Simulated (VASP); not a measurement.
# AgI (P6_3mc) in VASP: a series of runs

AgI is run at these levels: PBE; tasks: relaxation of the atoms.

Everything below comes from runs of VASP 6.6.1. Logs are shortened: lines on timing, memory, paths and dates and some standing lists are left out, and cuts for length are marked.

### 1 The cell of the first run

The structure is hexagonal, space group P6_3mc (No. 186). Conventional cell: a = 4.616 Å, b = 4.616 Å, c = 7.546 Å, α = 90.00°, β = 90.00°, γ = 120.00°. Ag (site symmetry 3m) has 4 I at 2.83 Å within 3.7 Å. Within 3.7 Å of I (site symmetry 3m) lie 4 Ag at 2.83 Å.

### 2 Relaxation of the atoms, PBE (equal strain along all axes, cell held: -1.5 %)

Contents of INCAR:

```
SYSTEM = AgI
ALGO = Normal
EDIFF = 1E-7
EDIFFG = -0.008
ENCUT = 450
GGA = PE
GGA_COMPAT = .FALSE.
IBRION = 2
ISIF = 2
ISMEAR = 0
LASPH = .TRUE.
LCHARG = .FALSE.
LREAL = .FALSE.
LWAVE = .FALSE.
NELM = 120
NELMIN = 4
NSW = 60
PREC = Accurate
SIGMA = 0.02
```

Contents of KPOINTS:

```
k-points
0
G
  6 6 4
  0 0 0
```

Contents of POSCAR:

```
AgI
1.0
    4.6159925194      0.0000000000      0.0000000000
   -2.3079962597      3.9975667855      0.0000000000
    0.0000000000      0.0000000000      7.5462154274
Ag I
2 2
Direct
    0.3333333333      0.6666666667      0.0024494355
    0.6666666667      0.3333333333      0.5024494355
    0.3333333333      0.6666666667      0.3774505645
    0.6666666667      0.3333333333      0.8774505645
```

Potentials or basis: VASP PAW PBE potentials, release 64 (Ag, I).

Command:

```console
$ cat potpaw_PBE.64/Ag/POTCAR potpaw_PBE.64/I/POTCAR > POTCAR
$ mpirun -np 1 vasp_std > vasp.out
```

OUTCAR:

```text
SYSTEM = AgI
   EDIFF = 1E-7
   EDIFFG = -0.008
   ENCUT = 450
   GGA = PE
   IBRION = 2
   ISIF = 2
   ISMEAR = 0
   LASPH = .TRUE.
   LREAL = .FALSE.
   NELM = 120
   NELMIN = 4
   NSW = 60
   PREC = Accurate

 ion  position               nearest neighbor table
   1  0.333  0.667  0.002-   4 2.83   4 2.83   4 2.83   3 2.83
   2  0.667  0.333  0.502-   3 2.83   3 2.83   3 2.83   4 2.83
   3  0.333  0.667  0.377-   2 2.83   2 2.83   2 2.83   1 2.83
   4  0.667  0.333  0.877-   1 2.83   1 2.83   1 2.83   2 2.83

  LATTYP: Found a hexagonal cell.
 ALAT       =     4.6159925194
 C/A-ratio  =     1.6347980192

  Lattice vectors:

 A1 = (   4.6159925194,   0.0000000000,   0.0000000000)
 A2 = (  -2.3079962597,   3.9975667855,   0.0000000000)
 A3 = (   0.0000000000,   0.0000000000,   7.5462154274)

Analysis of symmetry for initial positions (statically):
=====================================================================
 Subroutine PRICEL returns:
 Original cell was already a primitive cell.

 Routine SETGRP: Setting up the symmetry group for a
 hexagonal supercell.

 Subroutine GETGRP returns: Found 12 space group operations
 (whereof  6 operations were pure point group operations)
 out of a pool of 24 trial point group operations.

The static configuration has the point symmetry C_3v.
 The point group associated with its full space group is C_6v.

Analysis of symmetry for dynamics (positions and initial velocities):
=====================================================================
 Subroutine PRICEL returns:
 Original cell was already a primitive cell.

 Routine SETGRP: Setting up the symmetry group for a
 hexagonal supercell.

 Subroutine GETGRP returns: Found 12 space group operations
 (whereof  6 operations were pure point group operations)
 out of a pool of 24 trial point group operations.

The dynamic configuration has the point symmetry C_3v.
 The point group associated with its full space group is C_6v.

 Subroutine INISYM returns: Found 12 space group operations
 (whereof  6 operations are pure point group operations),
 and found     1 'primitive' translations

----------------------------------------------------------------------------------------

                                     Primitive cell

  volume of cell :     139.2483

  direct lattice vectors                    reciprocal lattice vectors
     4.615992519  0.000000000  0.000000000     0.216638133  0.125076084  0.000000000
    -2.307996260  3.997566786  0.000000000     0.000000000  0.250152168  0.000000000
     0.000000000  0.000000000  7.546215427     0.000000000  0.000000000  0.132516758

  length of vectors
     4.615992519  4.615992519  7.546215427     0.250152168  0.250152168  0.132516758

  position of ions in fractional coordinates (direct lattice)
     0.333333333  0.666666667  0.002449435
     0.666666667  0.333333333  0.502449435
     0.333333333  0.666666667  0.377450565
     0.666666667  0.333333333  0.877450565

  ion indices of the primitive-cell ions
   primitive index   ion index
                 1           1
                 2           2
                 3           3
                 4           4

----------------------------------------------------------------------------------------

 KPOINTS: k-points

Automatic generation of k-mesh.
 Grid dimensions read from file:
 generate k-points for:    6    6    4

 Generating k-lattice:

  Cartesian coordinates                     Fractional coordinates (reciprocal lattice)
     0.036106355  0.020846014  0.000000000     0.166666667  0.000000000  0.000000000
     0.000000000  0.041692028  0.000000000     0.000000000  0.166666667  0.000000000
     0.000000000  0.000000000  0.033129189     0.000000000  0.000000000  0.250000000

  Length of vectors
     0.041692028  0.041692028  0.033129189

  Shift w.r.t. Gamma in fractional coordinates (k-lattice)
     0.000000000  0.000000000  0.000000000

 Subroutine IBZKPT returns following result:
 ===========================================

 Found     21 irreducible k-points:

 Following reciprocal coordinates:
            Coordinates               Weight
  0.000000  0.000000  0.000000      1.000000
  0.166667 -0.000000  0.000000      6.000000
  0.333333 -0.000000  0.000000      6.000000
  0.500000  0.000000  0.000000      3.000000
  0.166667  0.166667  0.000000      6.000000
  0.333333  0.166667  0.000000     12.000000
[... 13 lines left out ...]
  0.333333  0.166667  0.500000     12.000000
  0.333333  0.333333  0.500000      2.000000
   k-points           NKPTS =     21   k-points in BZ     NKDIM =     21   number of bands    NBANDS=     22
   number of dos      NEDOS =    301   number of ions     NIONS =      4
   total plane-waves  NPLWV =  55296
   dimension x,y,z NGX =    32 NGY =   32 NGZ =   54
   dimension x,y,z NGXF=    64 NGYF=   64 NGZF=  108
   ions per type =               2   2
   NGX,Y,Z   is equivalent  to a cutoff of  11.52, 11.52, 11.90 a.u.
   NGXF,Y,Z  is equivalent  to a cutoff of  23.05, 23.05, 23.79 a.u.
 SYSTEM =  AgI
   PREC   = accura    normal or accurate (medium, high low for compatibility)
   ISTART =      0    job   : 0-new  1-cont  2-samecut
   ICHARG =      2    charge: 1-file 2-atom 10-const
   ISPIN  =      1    spin polarized calculation?
   LNONCOLLINEAR =      F non collinear calculations
   LSORBIT =      F    spin-orbit coupling
   LASPH  =      T    aspherical Exc in radial PAW
   ENCUT  =  450.0 eV  33.07 Ry    5.75 a.u.   7.98  7.98 13.05*2*pi/ulx,y,z
   NELM   =    120;   NELMIN=  4; NELMDL= -5     # of ELM steps
   EDIFF  = 0.1E-06   stopping-criterion for ELM
   LREAL  =      F    real-space projection
   EDIFFG = -.8E-02   stopping-criterion for IOM
   NSW    =     60    number of steps for IOM
   IBRION =      2    ionic relax: 0-MD 1-quasi-New 2-CG
   NFREE  =      1    steps in history (QN), initial steepest desc. (CG)
   ISIF   =      2    stress and relaxation
   ISYM   =      2    0-nonsym 1-usesym 2-fastsym
   POTIM  = 0.5000    time-step for ionic-motion
   TEBEG  =    0.0;   TEEND  =   0.0 temperature during run
   PSTRESS=    0.0 pullay stress
   NELECT =      36.0000    total number of electrons
   NUPDOWN=      -1.0000    fix difference up-down
   EMIN   =  10.00;   EMAX   =-10.00  energy-range for DOS
   EFERMI =   0.00;   METHOD = LEGACY
   ISMEAR =     0;   SIGMA  =   0.02  broadening in eV -4-tet -1-fermi 0-gaus
   EFERMI_NEDOS =   21; number of points for ismear=-14 and -15
   IALGO  =     38    algorithm
   IMIX   =      4    mixing-type and parameters
     AMIX     =   0.40;   BMIX     =  1.00
     AMIX_MAG =   1.60;   BMIX_MAG =  1.00
  volume/ion in A,a.u.               =      34.81       234.92
  Fermi-wavevector in a.u.,A,eV,Ry     =   1.042907  1.970809 14.798450  1.087655
  Thomas-Fermi vector in A             =   2.177593
   LORBIT       =      0    0 simple, 1 ext, 2 COOP (PROOUT), +10 PAW based schemes
   GGA     = PE    functional components
   LHFCALC =     F    Hartree Fock is set to
   AEXX    =    0.0000 exact exchange contribution
   IVDW    =     0    specifies the selected vdW correction
   LEPSILON=     F    determine dielectric tensor
   LRPA    =     F    only Hartree local field effects (RPA)
 conjugate gradient relaxation of ions
 non-spin polarized calculation
 Gauss-broadening in eV      SIGMA  =   0.02
  energy-cutoff  :      450.00
  volume of cell :      139.25
 maximum number of plane-waves:      3042
 NGX is ok and might be reduce to    32
   NGX = 15   NGY = 15   NGZ = 27

 number of electron      36.0000001 magnetization

 Free energy of the ion-electron system (eV)
  ---------------------------------------------------
  ext. energy  EPLUGINS =         0.00000000
  ---------------------------------------------------
  free energy    TOTEN  =        -9.55664719 eV

  energy without entropy =       -9.55664719  energy(sigma->0) =       -9.55664719

 E-fermi :   3.0715     XC(G=0):  -8.3502

 val. band max:        2.9515633006   @ k =   0.0000   0.0000   0.0000
 cond. band min:       4.3210700889   @ k =   0.0000   0.0000   0.0000
 fundamental gap:      1.3695067882
 Fermi energy:         3.0714845391

 k-point     1 :       0.0000    0.0000    0.0000
  band No.  band energies     occupation
      1      -9.7654      2.00000
      2      -9.4859      2.00000
      3      -1.1524      2.00000
      4      -1.1514      2.00000
      5      -1.1514      2.00000
      6      -1.0792      2.00000
[... 14 lines left out ...]
     21       8.7242      0.00000
     22       8.7242      0.00000

 k-point     2 :       0.1667   -0.0000    0.0000
  band No.  band energies     occupation
      1      -9.7054      2.00000
      2      -9.4567      2.00000
      3      -1.2035      2.00000
      4      -1.1131      2.00000
      5      -1.1082      2.00000
      6      -1.0198      2.00000
[... 14 lines left out ...]
     21       8.1454      0.00000
     22       8.9984      0.00000

 k-point     3 :       0.3333   -0.0000    0.0000
  band No.  band energies     occupation
      1      -9.5715      2.00000
      2      -9.4067      2.00000
      3      -1.2699      2.00000
      4      -1.1157      2.00000
      5      -1.0280      2.00000
      6      -0.9127      2.00000
[... 14 lines left out ...]
     21       7.9475      0.00000
     22       8.6060      0.00000
[... 401 lines left out ...]
 k-point    20 :       0.3333    0.1667    0.5000
  band No.  band energies     occupation
      1      -9.4405      2.00000
      2      -9.4405      2.00000
      3      -1.2730      2.00000
      4      -1.2730      2.00000
      5      -0.9355      2.00000
      6      -0.9355      2.00000
[... 14 lines left out ...]
     21       8.1482      0.00000
     22       8.1482      0.00000

 k-point    21 :       0.3333    0.3333    0.5000
  band No.  band energies     occupation
      1      -9.4162      2.00000
      2      -9.4162      2.00000
      3      -1.1587      2.00000
      4      -1.1587      2.00000
      5      -0.9910      2.00000
      6      -0.9910      2.00000
[... 14 lines left out ...]
     21       8.6659      0.00000
     22       8.6659      0.00000

------------------------ aborting loop because EDIFF is reached ----------------------------------------

  FORCE on cell =-STRESS in cart. coord.  units (eV):
  Direction    XX          YY          ZZ          XY          YZ          ZX
  --------------------------------------------------------------------------------------
  -------------------------------------------------------------------------------------
  Total        1.0906646      1.0906646      1.0985250      0.0000000      0.0000000      0.0000000
  in kB       12.5490764     12.5490764     12.6395178      0.0000000      0.0000000      0.0000000
  external PRESSURE =      12.5792235 kB  Pullay stress =       0.0000000 kB

 VOLUME and BASIS-vectors are now :
 -----------------------------------------------------------------------------
  energy-cutoff  :      450.00
  volume of cell :      139.25
      direct lattice vectors                 reciprocal lattice vectors
     4.615992519  0.000000000  0.000000000     0.216638133  0.125076084  0.000000000
    -2.307996260  3.997566786  0.000000000     0.000000000  0.250152168  0.000000000
     0.000000000  0.000000000  7.546215427     0.000000000  0.000000000  0.132516758

 POSITION                                       TOTAL-FORCE (eV/Angst)
 -----------------------------------------------------------------------------------
     -0.00000      2.66504      0.01848         0.000000     -0.000000      0.003947
      2.30800      1.33252      3.79159        -0.000000      0.000000      0.003947
     -0.00000      2.66504      2.84832         0.000000      0.000000     -0.003947
      2.30800      1.33252      6.62143        -0.000000     -0.000000     -0.003947
 -----------------------------------------------------------------------------------
    total drift:                               -0.000000     -0.000000     -0.001013

  FREE ENERGIE OF THE ION-ELECTRON SYSTEM (eV)
  ---------------------------------------------------
  free  energy   TOTEN  =        -9.5566471925 eV

  energy  without entropy=       -9.5566471925  energy(sigma->0) =       -9.55664719

 reached required accuracy - stopping structural energy minimisation
```

It took 36 s on 1 thread of Intel Xeon Platinum 8488C (Sapphire Rapids), shared host; peak memory 0.24 GiB.

What came out:

```
Free energy                  : -9.5566 eV
Pressure after relaxing      : 1.3 GPa
Largest force after relaxing : 0.004 eV/Å
Band gap on the k mesh       : 1.37 eV
```

Forces on the atoms (eV/Å):
```
Ag   0.000  0.000  0.004
Ag   0.000  0.000  0.004
I    0.000  0.000 -0.004
I    0.000  0.000 -0.004
```

Final structure:
```yaml
crystal:
  lattice:
    - [4.61599, 0.00000, 0.00000]
    - [-2.30800, 3.99757, 0.00000]
    - [0.00000, 0.00000, 7.54622]
  atoms:
    - { symbol: Ag, position: [0.33333, 0.66667, 0.00245] }
    - { symbol: Ag, position: [0.66667, 0.33333, 0.50245] }
    - { symbol: I, position: [0.33333, 0.66667, 0.37745] }
    - { symbol: I, position: [0.66667, 0.33333, 0.87745] }
```

Caveat: the cell differs from its parent crystal (equal strain along all axes, cell held: -1.5 %); the relaxation stopped at its first step, so nothing moved; spin-orbit coupling is left out, which moves the levels of the heavy elements.

### 3 Relaxation of the atoms, PBE (equal strain along all axes, cell held: +1.5 %)

Contents of INCAR:

```
SYSTEM = AgI
PREC = Accurate
ENCUT = 450
EDIFF = 1E-7
ISMEAR = 0
SIGMA = 0.02
LREAL = .FALSE.
LASPH = .TRUE.
NELM = 120
ALGO = Normal
ISIF = 2
LWAVE = .FALSE.
LCHARG = .FALSE.
GGA = PE
IBRION = 2
NSW = 60
EDIFFG = -0.008
GGA_COMPAT = .FALSE.
NELMIN = 4
```

Contents of KPOINTS:

```
Automatic mesh
0
G
  6 6 4
  0 0 0
```

Contents of POSCAR:

```
AgI
1.0
    4.7565811240      0.0000000000      0.0000000000
   -2.3782905620      4.1193200886      0.0000000000
    0.0000000000      0.0000000000      7.7760493998
Ag I
2 2
Direct
    0.3333333333      0.6666666667      0.0024494355
    0.6666666667      0.3333333333      0.5024494355
    0.3333333333      0.6666666667      0.3774505645
    0.6666666667      0.3333333333      0.8774505645
```

Potentials or basis: VASP PAW PBE potentials, release 64 (Ag, I).

Command:

```console
$ cat potpaw_PBE.64/Ag/POTCAR potpaw_PBE.64/I/POTCAR > POTCAR
$ mpirun -np 1 vasp_std > vasp.out
```

OUTCAR:

```text
SYSTEM = AgI
   PREC = Accurate
   ENCUT = 450
   EDIFF = 1E-7
   ISMEAR = 0
   LREAL = .FALSE.
   LASPH = .TRUE.
   NELM = 120
   ISIF = 2
   GGA = PE
   IBRION = 2
   NSW = 60
   EDIFFG = -0.008
   NELMIN = 4

 ion  position               nearest neighbor table
   1  0.333  0.667  0.002-   4 2.91   4 2.91   4 2.91   3 2.92
   2  0.667  0.333  0.502-   3 2.91   3 2.91   3 2.91   4 2.92
   3  0.333  0.667  0.377-   2 2.91   2 2.91   2 2.91   1 2.92
   4  0.667  0.333  0.877-   1 2.91   1 2.91   1 2.91   2 2.92

  LATTYP: Found a hexagonal cell.
 ALAT       =     4.7565811240
 C/A-ratio  =     1.6347980192

  Lattice vectors:

 A1 = (   4.7565811240,   0.0000000000,   0.0000000000)
 A2 = (  -2.3782905620,   4.1193200886,   0.0000000000)
 A3 = (   0.0000000000,   0.0000000000,   7.7760493998)

Analysis of symmetry for initial positions (statically):
=====================================================================
 Subroutine PRICEL returns:
 Original cell was already a primitive cell.

 Routine SETGRP: Setting up the symmetry group for a
[... 171 lines left out ...]

 E-fermi :   2.1211     XC(G=0):  -7.9436

 val. band max:        2.0087791166   @ k =   0.0000   0.0000   0.0000
 cond. band min:       3.3793326751   @ k =   0.0000   0.0000   0.0000
 fundamental gap:      1.3705535585
 Fermi energy:         2.1211340834

 k-point     1 :       0.0000    0.0000    0.0000
  band No.  band energies     occupation
      1     -10.2475      2.00000
      2     -10.0329      2.00000
      3      -1.6018      2.00000
      4      -1.6012      2.00000
      5      -1.6012      2.00000
      6      -1.4792      2.00000
[... 514 lines left out ...]
     21       7.8261      0.00000
     22       7.8263      0.00000

------------------------ aborting loop because EDIFF is reached ----------------------------------------

  FORCE on cell =-STRESS in cart. coord.  units (eV):
  Direction    XX          YY          ZZ          XY          YZ          ZX
  --------------------------------------------------------------------------------------
  -------------------------------------------------------------------------------------
  Total       -1.0299929     -1.0299929     -1.0377972      0.0000000      0.0000000      0.0000000
  in kB      -10.8309204    -10.8309204    -10.9129866      0.0000000      0.0000000      0.0000000
  external PRESSURE =     -10.8582758 kB  Pullay stress =       0.0000000 kB

 VOLUME and BASIS-vectors are now :
 -----------------------------------------------------------------------------
  energy-cutoff  :      450.00
  volume of cell :      152.36
      direct lattice vectors                 reciprocal lattice vectors
     4.756581124  0.000000000  0.000000000     0.210235035  0.121379254  0.000000000
    -2.378290562  4.119320089  0.000000000     0.000000000  0.242758508  0.000000000
     0.000000000  0.000000000  7.776049400     0.000000000  0.000000000  0.128600006

 POSITION                                       TOTAL-FORCE (eV/Angst)
 -----------------------------------------------------------------------------------
     -0.00000      2.74621      0.01905        -0.000000     -0.000000     -0.001267
      2.37829      1.37311      3.90707        -0.000000      0.000000     -0.001267
     -0.00000      2.74621      2.93507        -0.000000     -0.000000      0.001267
      2.37829      1.37311      6.82310         0.000000      0.000000      0.001267
 -----------------------------------------------------------------------------------
    total drift:                               -0.000000     -0.000000      0.001057

  FREE ENERGIE OF THE ION-ELECTRON SYSTEM (eV)
  ---------------------------------------------------
  free  energy   TOTEN  =        -9.5565971512 eV

  energy  without entropy=       -9.5565971512  energy(sigma->0) =       -9.55659715

 reached required accuracy - stopping structural energy minimisation
```

Wall time 51 s (1 thread of Intel Xeon Platinum 8488C (Sapphire Rapids), shared host); peak memory 0.26 GiB.

What came out:

* Free energy: -9.5566 eV
* Pressure after relaxing: -1.1 GPa
* Band gap on the k mesh: 1.37 eV

Final structure:
```
Ag I
1.0
     4.75658    0.00000    0.00000
    -2.37829    4.11932    0.00000
     0.00000    0.00000    7.77605
Ag I
2 2
Direct
  0.33333 0.66667 0.00245
  0.66667 0.33333 0.50245
  0.33333 0.66667 0.37745
  0.66667 0.33333 0.87745
```

Levels at points of the mesh, in eV from the valence-band top:
```csv
k point,band 15,band 16,band 17,band 18,band 19,band 20,band 21,band 22
"(0.00, 0.00, 0.00)",-0.58,-0.05,0.00,0.00,1.37,2.69,5.91,5.91
"(0.50, 0.00, 0.00)",-1.83,-1.46,-0.83,-0.58,3.29,3.68,4.97,5.73
"(0.00, 0.00, 0.50)",-0.30,-0.30,-0.30,-0.30,2.61,2.61,5.66,5.66
"(0.50, 0.00, 0.50)",-1.02,-1.02,-1.02,-1.02,3.32,3.32,4.99,4.99
```

Caveat: the cell differs from its parent crystal (equal strain along all axes, cell held: +1.5 %); spin-orbit coupling is left out, which moves the levels of the heavy elements.

(Part 1 of 2 ends here.)
